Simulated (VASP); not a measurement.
# Hf (Pm-3m) in VASP: notebook, part 2 of 2

VASP 6.6.1. Earlier steps stand in the parts before.

## (3) Single point, PBEsol+D4

This run uses another cell than the first one, of 23.54 Å³/atom, 1.009 times its volume.

INCAR

```
PREC = Accurate ; ENCUT = 520
EDIFF = 1E-6 ; ISMEAR = -1
SIGMA = 0.1 ; LREAL = False
LASPH = True ; NELM = 100
ALGO = Normal ; ISIF = 2
LWAVE = False ; LCHARG = True
GGA = PS ; IVDW = 13
LELF = True ; LVHAR = True
NBANDS = 11
```

KPOINTS

```
Automatic mesh
0
Gamma
  8 8 8
```

POSCAR

```
Hf
1.0
    2.8658202076      0.0000000000      0.0000000000
    0.0000000000      2.8658202076      0.0000000000
    0.0000000000      0.0000000000      2.8658202076
Hf
1
Direct
    0.0000000000      0.0000000000      0.0000000000
```

Potentials or basis: VASP PAW PBE potentials, release 64 (Hf_pv).

On the command line:

```sh
cat potpaw_PBE.64/Hf_pv/POTCAR > POTCAR
mpirun -np 1 vasp_std > vasp.out
```

OUTCAR:

```text
PREC = Accurate
   ENCUT = 520
   EDIFF = 1E-6
   ISMEAR = -1
   LREAL = False
   LASPH = True
   NELM = 100
   ISIF = 2
   GGA = PS
   IVDW = 13

 ion  position               nearest neighbor table
   1  0.000  0.000  0.000-

  LATTYP: Found a simple cubic cell.
 ALAT       =     2.8658202076

  Lattice vectors:

 A1 = (   2.8658202076,   0.0000000000,   0.0000000000)
 A2 = (   0.0000000000,   2.8658202076,   0.0000000000)
 A3 = (   0.0000000000,   0.0000000000,   2.8658202076)

Analysis of symmetry for initial positions (statically):
=====================================================================
 Subroutine PRICEL returns:
 Original cell was already a primitive cell.

 Routine SETGRP: Setting up the symmetry group for a
 simple cubic supercell.

 Subroutine GETGRP returns: Found 48 space group operations
 (whereof 48 operations were pure point group operations)
 out of a pool of 48 trial point group operations.

The static configuration has the point symmetry O_h .

Analysis of symmetry for dynamics (positions and initial velocities):
[... 165 lines left out ...]

 k-point     1 :       0.0000    0.0000    0.0000
  band No.  band energies     occupation
      1     -25.7671      2.00000
      2     -25.7671      2.00000
      3     -25.7671      2.00000
      4      -2.6652      2.00000
      5       2.4537      2.00000
      6       2.4537      2.00000
      7      10.8089      0.00000
      8      10.8089      0.00000
      9      10.8089      0.00000
     10      17.2672      0.00000
     11      17.2672      0.00000
[... 309 lines left out ...]
 k-point    24 :       0.5000    0.3750    0.1250
  band No.  band energies     occupation
      1     -26.6992      2.00000
      2     -26.5365      2.00000
      3     -25.7436      2.00000
      4       1.4281      2.00000
      5       3.8047      1.67475
      6       5.8757      0.00000
      7       6.3104      0.00000
      8       9.0425      0.00000
      9      10.4270      0.00000
     10      13.9182      0.00000
     11      17.0484      0.00000

 [... further k-points ...]

------------------------ aborting loop because EDIFF is reached ----------------------------------------

  DFT-D4 for vdW energy calculation

  Edisp (eV):   -0.11640

  FORCE on cell =-STRESS in cart. coord.  units (eV):
  Direction    XX          YY          ZZ          XY          YZ          ZX
  --------------------------------------------------------------------------------------
  -------------------------------------------------------------------------------------
  Total      -0.03746    -0.03746    -0.03746     0.00000    -0.00000     0.00000
  in kB      -2.55017    -2.55017    -2.55017     0.00000    -0.00000     0.00000
  external pressure =       -2.55 kB  Pullay stress =        0.00 kB

 VOLUME and BASIS-vectors are now :
 -----------------------------------------------------------------------------
  energy-cutoff  :      520.00
  volume of cell :       23.54
      direct lattice vectors                 reciprocal lattice vectors
     2.865820208  0.000000000  0.000000000     0.348940243  0.000000000  0.000000000
     0.000000000  2.865820208  0.000000000     0.000000000  0.348940243  0.000000000
     0.000000000  0.000000000  2.865820208     0.000000000  0.000000000  0.348940243

 POSITION                                       TOTAL-FORCE (eV/Angst)
 -----------------------------------------------------------------------------------
      0.00000      0.00000      0.00000         0.000000      0.000000      0.000000
 -----------------------------------------------------------------------------------
    total drift:                                0.000000      0.000000      0.000000

  FREE ENERGIE OF THE ION-ELECTRON SYSTEM (eV)
  ---------------------------------------------------
  free  energy   TOTEN  =        -9.5462708610 eV

  energy  without entropy=       -9.4783522606  energy(sigma->0) =       -9.51231156
```

OSZICAR:

```text
N       E                     dE             d eps       ncg     rms          rms(c)
DAV:   1     0.137781119036E+02    0.13778E+02   -0.55539E+03   778   0.823E+02
DAV:   2    -0.924404438929E+01   -0.23022E+02   -0.22283E+02   946   0.154E+02
DAV:   3    -0.969286579973E+01   -0.44882E+00   -0.44185E+00   970   0.149E+01
DAV:   4    -0.969522734621E+01   -0.23615E-02   -0.23605E-02   859   0.123E+00
DAV:   5    -0.969524308771E+01   -0.15742E-04   -0.15742E-04   945   0.937E-02    0.342E+01
DAV:   6    -0.948551706374E+01    0.20973E+00   -0.20883E-01   866   0.298E+00    0.200E+01
DAV:   7    -0.943463924276E+01    0.50878E-01   -0.23118E-01   910   0.311E+00    0.924E-01
DAV:   8    -0.942979588615E+01    0.48434E-02   -0.22194E-02   848   0.970E-01    0.278E-01
DAV:   9    -0.942986873508E+01   -0.72849E-04   -0.65391E-04   941   0.168E-01    0.766E-02
DAV:  10    -0.942987015860E+01   -0.14235E-05   -0.37092E-05   903   0.443E-02    0.359E-02
DAV:  11    -0.942986767311E+01    0.24855E-05   -0.90470E-06   902   0.201E-02    0.353E-03
DAV:  12    -0.942986769440E+01   -0.21289E-07   -0.12337E-07   595   0.323E-03
   1 F= -.95462709E+01 E0= -.95123116E+01  d E =-.679186E-01
```

stdout:

```text
POSCAR found type information on POSCAR Hf
 POSCAR found :  1 types and       1 ions
 scaLAPACK will be used
 -----------------------------------------------------------------------------
|                                                                             |
|                                                                             |
|     You enforced a specific xc type in the INCAR file but a different       |
|     I HOPE YOU KNOW WHAT YOU ARE DOING!                                     |
|                                                                             |
 -----------------------------------------------------------------------------

 LDA part: xc-table for (Slater+PW92), standard interpolation
 POSCAR, INCAR and KPOINTS ok, starting setup
 FFT: planning ... GRIDC
 FFT: planning ... GRID_SOFT
 FFT: planning ... GRID
 WAVECAR not read
 entering main loop
```

Run time: 4.1 s. Hardware: 1 thread of Intel Xeon 6975P-C (Granite Rapids), shared host; peak memory 0.14 GiB.

What came out:

| Quantity | Value |
| --- | --- |
| Free energy | -9.5463 eV |
| Pressure | -0.3 GPa |
| Band gap on the k mesh | zero (band 5 reaches 4.93 eV, above the bottom of band 6 at 2.45 eV) |
| Dispersion energy per atom | -0.116 eV |

Levels at points of the mesh, in eV from the Fermi level:
| k point | band 3 | band 4 | band 5 | band 6 | band 7 | band 8 |
| --- | --- | --- | --- | --- | --- | --- |
| (0.00, 0.00, 0.00) | -29.74 | -6.63 | -1.51 | -1.51 | 6.84 | 6.84 |
| (0.50, 0.00, 0.00) | -29.64 | -3.18 | -0.56 | 0.01 | 3.17 | 3.17 |
| (0.50, 0.50, 0.00) | -29.54 | -3.06 | -0.60 | 3.96 | 3.96 | 4.73 |
| (0.50, 0.50, 0.50) | -30.53 | -1.42 | -1.42 | -1.42 | 6.94 | 9.53 |

Caveat: the PAW data sets were made with another functional, which shifts forces and pressure a little; spin-orbit coupling is left out, which moves the levels of the heavy elements; pairwise dispersion overbinds metals, which lowers pressure and volume.
